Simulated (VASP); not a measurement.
# BN (P6_3mc) in VASP: further runs

Runs on BN. Level: r2SCAN+rVV10. Tasks: single point, relaxation of cell and atoms.

Everything below comes from runs of VASP 6.6.1. Logs are shortened: lines on timing, memory, paths and dates and some standing lists are left out, and cuts for length are marked.

## (1) The cell of the first run

Symmetry: P6_3mc, No. 186, hexagonal system. The conventional cell has a = 2.546 Å, b = 2.546 Å, c = 8.369 Å, α = 90.00°, β = 90.00°, γ = 120.00°. Within 2.1 Å of B (site symmetry 3m) lie 4 N at 1.56 Å. Within 2.1 Å of B (site symmetry 3m) lie 4 N at 1.56 to 1.58 Å. Within 2.1 Å of N (site symmetry 3m) lie 4 B at 1.56 Å. Within 2.1 Å of N (site symmetry 3m) lie 4 B at 1.56 to 1.58 Å.

## (2) Single point, r2SCAN+rVV10

POSCAR reads:

```
BN
1.0
    2.5459310373      0.0000000000      0.0000000000
   -1.2729655187      2.2048409546      0.0000000000
    0.0000000000      0.0000000000      8.3689668158
B N
4 4
Direct
    0.0000000000      0.0000000000      0.0003993765
    0.3333333333      0.6666666667      0.2496951111
    0.0000000000      0.0000000000      0.5003993765
    0.6666666667      0.3333333333      0.7496951111
    0.0000000000      0.0000000000      0.1869800469
    0.3333333333      0.6666666667      0.4379254656
    0.0000000000      0.0000000000      0.6869800469
    0.6666666667      0.3333333333      0.9379254656
```

INCAR.step1 reads:

```
SYSTEM = BN
PREC = Accurate
ENCUT = 660
ISMEAR = -1
SIGMA = 0.03
LREAL = .False.
LASPH = .True.
NELM = 120
NBANDS = 26
GGA = PE
ALGO = Normal
EDIFF = 1E-5
LWAVE = .True.
LCHARG = .False.
GGA_COMPAT = .False.
```

INCAR.step2 reads:

```
SYSTEM = BN
PREC = Accurate
ENCUT = 660
EDIFF = 1E-6
ISMEAR = -1
SIGMA = 0.03
LREAL = .False.
LASPH = .True.
NELM = 120
ALGO = Normal
ISIF = 2
LWAVE = .False.
LCHARG = .False.
METAGGA = R2SCAN
LMIXTAU = .True.
LUSE_VDW = .True.
IVDW_NL = 2
BPARAM = 11.95
CPARAM = 0.0093
NBANDS = 26
ISTART = 1
GGA_COMPAT = .False.
```

KPOINTS reads:

```
regular mesh
0
Gamma
  12 12 4
  0 0 0
```

Potentials or basis: VASP PAW PBE potentials, release 64 (B, N).

On the command line:

```sh
cat potpaw_PBE.64/B/POTCAR potpaw_PBE.64/N/POTCAR > POTCAR
cp INCAR.step1 INCAR
mpirun -np 1 vasp_std > vasp.out
cp INCAR.step2 INCAR
mpirun -np 1 vasp_std > vasp.out
```

OUTCAR:

```text
SYSTEM = BN
   PREC = Accurate
   ENCUT = 660
   EDIFF = 1E-6
   ISMEAR = -1
   LREAL = .False.
   LASPH = .True.
   NELM = 120
   ISIF = 2
   METAGGA = R2SCAN
   IVDW_NL = 2
   BPARAM = 11.95
   ISTART = 1

 ion  position               nearest neighbor table
   1  0.000  0.000  0.000-   8 1.56   8 1.56   8 1.56   5 1.56
   2  0.333  0.667  0.250-   5 1.56   5 1.56   5 1.56   6 1.58
   3  0.000  0.000  0.500-   6 1.56   6 1.56   6 1.56   7 1.56
   4  0.667  0.333  0.750-   7 1.56   7 1.56   7 1.56   8 1.58
   5  0.000  0.000  0.187-   2 1.56   2 1.56   2 1.56   1 1.56
   6  0.333  0.667  0.438-   3 1.56   3 1.56   3 1.56   2 1.58
   7  0.000  0.000  0.687-   4 1.56   4 1.56   4 1.56   3 1.56
   8  0.667  0.333  0.938-   1 1.56   1 1.56   1 1.56   4 1.58

  LATTYP: Found a hexagonal cell.
 ALAT       =     2.5459310373
 C/A-ratio  =     3.2871930517

  Lattice vectors:

 A1 = (   2.5459310373,   0.0000000000,   0.0000000000)
 A2 = (  -1.2729655187,   2.2048409546,   0.0000000000)
 A3 = (   0.0000000000,   0.0000000000,   8.3689668158)

Analysis of symmetry for initial positions (statically):
=====================================================================
 Subroutine PRICEL returns:
 Original cell was already a primitive cell.

 Routine SETGRP: Setting up the symmetry group for a
 hexagonal supercell.

 Subroutine GETGRP returns: Found 12 space group operations
 (whereof  6 operations were pure point group operations)
 out of a pool of 24 trial point group operations.

The static configuration has the point symmetry C_3v.
 The point group associated with its full space group is C_6v.

Analysis of symmetry for dynamics (positions and initial velocities):
=====================================================================
 Subroutine PRICEL returns:
 Original cell was already a primitive cell.

 Routine SETGRP: Setting up the symmetry group for a
 hexagonal supercell.

 Subroutine GETGRP returns: Found 12 space group operations
 (whereof  6 operations were pure point group operations)
 out of a pool of 24 trial point group operations.

The dynamic configuration has the point symmetry C_3v.
 The point group associated with its full space group is C_6v.

 Subroutine INISYM returns: Found 12 space group operations
 (whereof  6 operations are pure point group operations),
 and found     1 'primitive' translations

----------------------------------------------------------------------------------------

                                     Primitive cell

  volume of cell :      46.9781

  direct lattice vectors                    reciprocal lattice vectors
     2.545931037  0.000000000  0.000000000     0.392783616  0.226773727  0.000000000
    -1.272965519  2.204840955  0.000000000     0.000000000  0.453547453  0.000000000
     0.000000000  0.000000000  8.368966816     0.000000000  0.000000000  0.119489063

  length of vectors
     2.545931037  2.545931037  8.368966816     0.453547453  0.453547453  0.119489063

  position of ions in fractional coordinates (direct lattice)
     0.000000000  0.000000000  0.000399376
     0.333333333  0.666666667  0.249695111
     0.000000000  0.000000000  0.500399376
     0.666666667  0.333333333  0.749695111
     0.000000000  0.000000000  0.186980047
     0.333333333  0.666666667  0.437925466
     0.000000000  0.000000000  0.686980047
     0.666666667  0.333333333  0.937925466

  ion indices of the primitive-cell ions
   primitive index   ion index
                 1           1
                 2           2
                 3           3
                 4           4
                 5           5
                 6           6
                 7           7
                 8           8

----------------------------------------------------------------------------------------

 KPOINTS: regular mesh

Automatic generation of k-mesh.
 Grid dimensions read from file:
 generate k-points for:   12   12    4

 Generating k-lattice:

  Cartesian coordinates                     Fractional coordinates (reciprocal lattice)
     0.032731968  0.018897811  0.000000000     0.083333333  0.000000000  0.000000000
     0.000000000  0.037795621  0.000000000     0.000000000  0.083333333  0.000000000
     0.000000000  0.000000000  0.029872266     0.000000000  0.000000000  0.250000000

  Length of vectors
     0.037795621  0.037795621  0.029872266

  Shift w.r.t. Gamma in fractional coordinates (k-lattice)
     0.000000000  0.000000000  0.000000000

 Subroutine IBZKPT returns following result:
 ===========================================

 Found     57 irreducible k-points:

 Following reciprocal coordinates:
            Coordinates               Weight
  0.000000  0.000000  0.000000      1.000000
  0.083333  0.000000  0.000000      6.000000
  0.166667  0.000000  0.000000      6.000000
  0.250000  0.000000  0.000000      6.000000
  0.333333  0.000000  0.000000      6.000000
  0.416667  0.000000  0.000000      6.000000
[... 16 lines left out ...]
  0.250000  0.000000  0.250000     12.000000
  0.333333  0.000000  0.250000     12.000000
 [... further k-points ...]
   k-points           NKPTS =     57   k-points in BZ     NKDIM =     57   number of bands    NBANDS=     26
   number of dos      NEDOS =    301   number of ions     NIONS =      8
   total plane-waves  NPLWV =  40320
   dimension x,y,z NGX =    24 NGY =   24 NGZ =   70
   dimension x,y,z NGXF=    48 NGYF=   48 NGZF=  140
   ions per type =               4   4
   NGX,Y,Z   is equivalent  to a cutoff of  15.67, 15.67, 13.91 a.u.
   NGXF,Y,Z  is equivalent  to a cutoff of  31.34, 31.34, 27.81 a.u.
 SYSTEM =  BN
   PREC   = accura    normal or accurate (medium, high low for compatibility)
   ISTART =      1    job   : 0-new  1-cont  2-samecut
   ICHARG =      0    charge: 1-file 2-atom 10-const
   ISPIN  =      1    spin polarized calculation?
   LNONCOLLINEAR =      F non collinear calculations
   LSORBIT =      F    spin-orbit coupling
   LASPH  =      T    aspherical Exc in radial PAW
   ENCUT  =  660.0 eV  48.51 Ry    6.96 a.u.   5.33  5.33 17.53*2*pi/ulx,y,z
   NELM   =    120;   NELMIN=  2; NELMDL=  0     # of ELM steps
   EDIFF  = 0.1E-05   stopping-criterion for ELM
   LREAL  =      F    real-space projection
   EDIFFG = 0.1E-04   stopping-criterion for IOM
   NSW    =      0    number of steps for IOM
   IBRION =     -1    ionic relax: 0-MD 1-quasi-New 2-CG
   NFREE  =      0    steps in history (QN), initial steepest desc. (CG)
   ISIF   =      2    stress and relaxation
   ISYM   =      2    0-nonsym 1-usesym 2-fastsym
   POTIM  = 0.5000    time-step for ionic-motion
   TEBEG  =    0.0;   TEEND  =   0.0 temperature during run
   PSTRESS=    0.0 pullay stress
   NELECT =      32.0000    total number of electrons
   NUPDOWN=      -1.0000    fix difference up-down
   EMIN   =  10.00;   EMAX   =-10.00  energy-range for DOS
   EFERMI =   0.00;   METHOD = LEGACY
   ISMEAR =    -1;   SIGMA  =   0.03  broadening in eV -4-tet -1-fermi 0-gaus
   EFERMI_NEDOS =   21; number of points for ismear=-14 and -15
   IALGO  =     38    algorithm
   IMIX   =      4    mixing-type and parameters
     AMIX     =   0.40;   BMIX     =  1.00
     AMIX_MAG =   1.60;   BMIX_MAG =  1.00
  volume/ion in A,a.u.               =       5.87        39.63
  Fermi-wavevector in a.u.,A,eV,Ry     =   1.440432  2.722023 28.229990  2.074846
  Thomas-Fermi vector in A             =   2.559177
   LORBIT       =      0    0 simple, 1 ext, 2 COOP (PROOUT), +10 PAW based schemes
   METAGGA = R2SCAN    functional components
   LHFCALC =     F    Hartree Fock is set to
   AEXX    =    0.0000 exact exchange contribution
   IVDW_NL    =     2    kernel type
   BPARAM     =11.9500
   IVDW    =     0    specifies the selected vdW correction
   LEPSILON=     F    determine dielectric tensor
   LRPA    =     F    only Hartree local field effects (RPA)
 non-spin polarized calculation
  energy-cutoff  :      660.00
  volume of cell :       46.98
 maximum number of plane-waves:      1841
 NGX is ok and might be reduce to    24
   NGX = 11   NGY = 11   NGZ = 35

 number of electron      32.0000001 magnetization

 Free energy of the ion-electron system (eV)
  ---------------------------------------------------
  ext. energy  EPLUGINS =         0.00000000
  ---------------------------------------------------
  free energy    TOTEN  =       -76.23512738 eV

  energy without entropy =      -76.23512738  energy(sigma->0) =      -76.23512738

 E-fermi :   7.9553     XC(G=0): -13.7057

 val. band max:        7.3945669853   @ k =   0.0000   0.0000   0.0000
 cond. band min:      13.4155580336   @ k =   0.5000   0.0000   0.0000
 fundamental gap:      6.0209910483
 Fermi energy:         7.9552658579

 k-point     1 :       0.0000    0.0000    0.0000
  band No.  band energies     occupation
      1     -14.0668      2.00000
      2     -12.5799      2.00000
      3     -12.5039      2.00000
      4      -9.7667      2.00000
      5      -3.8784      2.00000
      6       1.4879      2.00000
[... 18 lines left out ...]
     25      18.6788      0.00000
     26      18.7555      0.00000

 k-point     2 :       0.0833    0.0000    0.0000
  band No.  band energies     occupation
      1     -13.9099      2.00000
      2     -12.4314      2.00000
      3     -12.3554      2.00000
      4      -9.6483      2.00000
      5      -3.7222      2.00000
      6       1.5324      2.00000
[... 18 lines left out ...]
     25      18.8995      0.00000
     26      19.0813      0.00000

 k-point     3 :       0.1667    0.0000    0.0000
  band No.  band energies     occupation
      1     -13.4445      2.00000
      2     -11.9936      2.00000
      3     -11.9174      2.00000
      4      -9.3104      2.00000
      5      -3.2593      2.00000
      6       1.5084      2.00000
[... 572 lines left out ...]
 k-point    23 :       0.2500    0.0000    0.2500
  band No.  band energies     occupation
      1     -12.5960      2.00000
      2     -11.8676      2.00000
      3     -10.5285      2.00000
      4      -9.0976      2.00000
      5      -2.1296      2.00000
      6      -0.1600      2.00000
[... 18 lines left out ...]
     25      20.2385      0.00000
     26      21.3184      0.00000

 k-point    24 :       0.3333    0.0000    0.2500
  band No.  band energies     occupation
      1     -11.6023      2.00000
      2     -10.9294      2.00000
      3      -9.7319      2.00000
      4      -8.5555      2.00000
      5      -1.7562      2.00000
      6      -1.3254      2.00000
[... 18 lines left out ...]
     25      20.8674      0.00000
     26      21.5044      0.00000

 [... further k-points ...]
[... 5 lines left out ...]
  --------------------------------------------------------------------------------------
  -------------------------------------------------------------------------------------
  Total        0.3544543      0.3544543      0.3551754     -0.0000000      0.0000000      0.0000000
  in kB       12.0885745     12.0885745     12.1131667     -0.0000000      0.0000000      0.0000000
  external PRESSURE =      12.0967719 kB  Pullay stress =       0.0000000 kB

 VOLUME and BASIS-vectors are now :
 -----------------------------------------------------------------------------
  energy-cutoff  :      660.00
  volume of cell :       46.98
      direct lattice vectors                 reciprocal lattice vectors
     2.545931037  0.000000000  0.000000000     0.392783616  0.226773727  0.000000000
    -1.272965519  2.204840955  0.000000000     0.000000000  0.453547453  0.000000000
     0.000000000  0.000000000  8.368966816     0.000000000  0.000000000  0.119489063

 POSITION                                       TOTAL-FORCE (eV/Angst)
 -----------------------------------------------------------------------------------
      0.00000      0.00000      0.00334        -0.000000      0.000000     -0.000584
     -0.00000      1.46989      2.08969         0.000000     -0.000000      0.002073
      0.00000      0.00000      4.18783         0.000000     -0.000000     -0.000584
      1.27297      0.73495      6.27417        -0.000000      0.000000      0.002073
      0.00000      0.00000      1.56483        -0.000000      0.000000     -0.000674
     -0.00000      1.46989      3.66498         0.000000      0.000000     -0.000815
      0.00000      0.00000      5.74931        -0.000000      0.000000     -0.000674
      1.27297      0.73495      7.84947        -0.000000      0.000000     -0.000815
 -----------------------------------------------------------------------------------
    total drift:                               -0.000000     -0.000000      0.001290

  FREE ENERGIE OF THE ION-ELECTRON SYSTEM (eV)
  ---------------------------------------------------
  free  energy   TOTEN  =       -76.2351273820 eV

  energy  without entropy=      -76.2351273820  energy(sigma->0) =      -76.23512738
```

Wall time 13 min (1 thread of AMD EPYC 9755, shared host); peak memory 0.35 GiB.

What came out:

| Property | Result |
| --- | --- |
| Free energy | -76.2351 eV |
| Pressure | 1.2 GPa |
| Band gap on the k mesh | 6.02 eV (least direct gap 8.14 eV) |

Forces in eV/Å, atoms in the order of the input:
```
B    0.000  0.000 -0.001
B    0.000  0.000  0.002
B    0.000  0.000 -0.001
B    0.000  0.000  0.002
N    0.000  0.000 -0.001
N    0.000  0.000 -0.001
N    0.000  0.000 -0.001
N    0.000  0.000 -0.001
```

Levels at points of the mesh, in eV from the valence-band top:
```
           k point  band 14  band 15  band 16  band 17  band 18  band 19
(0.00, 0.00, 0.00)    -0.14     0.00     0.00     9.31     9.31     9.47
(0.50, 0.00, 0.00)    -3.67    -2.72    -2.12     6.02     6.41     8.67
(0.00, 0.00, 0.50)    -0.39    -0.39    -0.39     9.81     9.81     9.81
(0.50, 0.00, 0.50)    -3.62    -2.71    -2.71     6.54     6.54     9.01
```

Caveat: the PAW data sets were made with another functional, which shifts forces and pressure a little. A k mesh can miss the band edges.

## (3) Single point, r2SCAN+rVV10

POSCAR is that of step 2.

INCAR.step1 reads:

```
  ALGO = Normal
  EDIFF = 1E-5
  ENCUT = 660
  GGA = PE
  GGA_COMPAT = F
  ISMEAR = -1
  LASPH = T
  LCHARG = F
  LREAL = F
  LWAVE = T
  NBANDS = 26
  NELM = 120
  PREC = Accurate
  SIGMA = 0.03
```

INCAR.step2 reads:

```
  ALGO = Normal
  BPARAM = 11.95
  CPARAM = 0.0093
  EDIFF = 1E-6
  ENCUT = 660
  GGA_COMPAT = F
  ISIF = 2
  ISMEAR = -1
  ISTART = 1
  IVDW_NL = 2
  LASPH = T
  LCHARG = F
  LMIXTAU = T
  LREAL = F
  LUSE_VDW = T
  LWAVE = F
  METAGGA = R2SCAN
  NBANDS = 26
  NELM = 120
  PREC = Accurate
  SIGMA = 0.03
```

KPOINTS reads:

```
k-points
0
Gamma
  12 12 4
```

Potentials or basis: VASP PAW PBE potentials, release 64 (B, N).

On the command line:

```sh
cat potpaw_PBE.64/B/POTCAR potpaw_PBE.64/N/POTCAR > POTCAR
cp INCAR.step1 INCAR
mpirun -np 1 vasp_std > vasp.out
cp INCAR.step2 INCAR
mpirun -np 1 vasp_std > vasp.out
```

Wall time 12 min (1 thread of AMD EPYC 9755, shared host); peak memory 0.35 GiB.

The run converged. Its results:

```yaml
Free_energy: -76.2351 eV
Pressure: 1.2 GPa
Band_gap_on_the_k_mesh: 6.02 eV (least direct gap 8.14 eV)
```

Forces on the atoms (eV/Å):
```
B    0.000  0.000 -0.001
B    0.000  0.000  0.002
B    0.000  0.000 -0.001
B    0.000  0.000  0.002
N    0.000  0.000 -0.001
N    0.000  0.000 -0.001
N    0.000  0.000 -0.001
N    0.000  0.000 -0.001
```

Levels at points of the mesh, in eV from the valence-band top:
```tsv
k point	band 13	band 14	band 15	band 16	band 17	band 18	band 19	band 20
(0.00, 0.00, 0.00)	-1.15	-0.14	0.00	0.00	9.31	9.31	9.47	10.04
(0.50, 0.00, 0.00)	-3.85	-3.67	-2.72	-2.12	6.02	6.41	8.67	10.06
(0.00, 0.00, 0.50)	-0.39	-0.39	-0.39	-0.39	9.81	9.81	9.81	9.81
(0.50, 0.00, 0.50)	-3.62	-3.62	-2.71	-2.71	6.54	6.54	9.01	9.01
```

Caveat: the PAW data sets were made with another functional, which shifts forces and pressure a little.

## (4) Relaxation of cell and atoms, r2SCAN+rVV10

POSCAR reads:

```
BN
1.0
    2.5449789294      0.0000000000      0.0000000000
   -1.2724894647      2.2040164049      0.0000000000
    0.0000000000      0.0000000000      8.3655564177
B N
4 4
Direct
    0.0000000000      0.0000000000      0.0003978099
    0.3333333333      0.6666666667      0.2497076924
    0.0000000000      0.0000000000      0.5003978099
    0.6666666667      0.3333333333      0.7497076924
    0.0000000000      0.0000000000      0.1869829292
    0.3333333333      0.6666666667      0.4379115686
    0.0000000000      0.0000000000      0.6869829292
    0.6666666667      0.3333333333      0.9379115686
```

INCAR.step1 reads:

```
  ALGO = Normal
  EDIFF = 1E-5
  EDIFFG = -0.005
  ENCUT = 660
  GGA = PE
  GGA_COMPAT = False
  IBRION = 2
  ISIF = 3
  ISMEAR = -1
  LASPH = True
  LCHARG = False
  LREAL = False
  LWAVE = True
  NELM = 120
  NELMIN = 4
  NSW = 100
  PREC = Accurate
  SIGMA = 0.03
```

INCAR.step2 reads:

```
  ALGO = Normal
  BPARAM = 11.95
  CPARAM = 0.0093
  EDIFF = 1E-7
  EDIFFG = -0.01
  ENCUT = 660
  GGA_COMPAT = False
  IBRION = 2
  ISIF = 3
  ISMEAR = -1
  ISTART = 1
  IVDW_NL = 2
  LASPH = True
  LCHARG = False
  LMIXTAU = True
  LREAL = False
  LUSE_VDW = True
  LWAVE = False
  METAGGA = R2SCAN
  NELM = 120
  NELMIN = 4
  NSW = 100
  PREC = Accurate
  SIGMA = 0.03
```

KPOINTS is that of step 3.

On the command line:

```sh
cat potpaw_PBE.64/B/POTCAR potpaw_PBE.64/N/POTCAR > POTCAR
cp INCAR.step1 INCAR
mpirun -np 1 vasp_std > vasp.out
cp INCAR.step2 INCAR
mpirun -np 1 vasp_std > vasp.out
```

Wall time 32 min (1 thread of AMD EPYC 9755, shared host); peak memory 0.35 GiB.

Results (log left out):

| Item | Value |
| --- | --- |
| Free energy | -76.2356 eV |
| Relaxed volume | 5.89 Å³/atom |
| Relaxed cell | a = 2.549 Å, b = 2.549 Å, c = 8.377 Å, α = 90.00°, β = 90.00°, γ = 120.00° |
| Space group after relaxing (to 0.1 Å) | P6_3mc (No. 186) |
| Energy gained by relaxing | 0.1 meV/atom |
| Ionic steps | 3 |
| Pressure after relaxing | 0.0 GPa |
| Band gap on the k mesh | 6.01 eV (least direct gap 8.12 eV) |

Forces in eV/Å, atoms in the order of the input:
```
B    0.000  0.000 -0.001
B    0.000  0.000 -0.002
B    0.000  0.000 -0.001
B    0.000  0.000 -0.002
N    0.000  0.000  0.002
N    0.000  0.000  0.001
N    0.000  0.000  0.002
N    0.000  0.000  0.001
```

The path:
| step | energy change (eV) | largest force (eV/Å) | pressure (GPa) | volume (Å³) |
| --- | --- | --- | --- | --- |
| 1 | 0.0000 | 0.0042 | 1.68 | 46.92 |
| 2 | 0.0002 | 0.0062 | -1.82 | 47.34 |
| 3 | -0.0010 | 0.0021 | 0.01 | 47.12 |

Final structure:
```
B N
1.0
     2.54852    0.00000    0.00000
    -1.27426    2.20709    0.00000
     0.00000    0.00000    8.37749
B N
4 4
Direct
  0.00000 0.00000 0.00040
  0.33333 0.66667 0.24970
  0.00000 0.00000 0.50040
  0.66667 0.33333 0.74970
  0.00000 0.00000 0.18698
  0.33333 0.66667 0.43792
  0.00000 0.00000 0.68698
  0.66667 0.33333 0.93792
```

Levels at points of the mesh, in eV from the valence-band top:
```
           k point  band 13  band 14  band 15  band 16  band 17  band 18  band 19  band 20
(0.00, 0.00, 0.00)    -1.14    -0.14     0.00     0.00     9.30     9.30     9.45    10.01
(0.50, 0.00, 0.00)    -3.84    -3.66    -2.71    -2.11     6.01     6.40     8.66    10.04
(0.00, 0.00, 0.50)    -0.39    -0.39    -0.39    -0.39     9.79     9.79     9.79     9.79
(0.50, 0.00, 0.50)    -3.61    -3.61    -2.70    -2.70     6.54     6.54     8.99     8.99
```

Caveat: the PAW data sets were made with another functional, which shifts forces and pressure a little. A k mesh can miss the band edges.
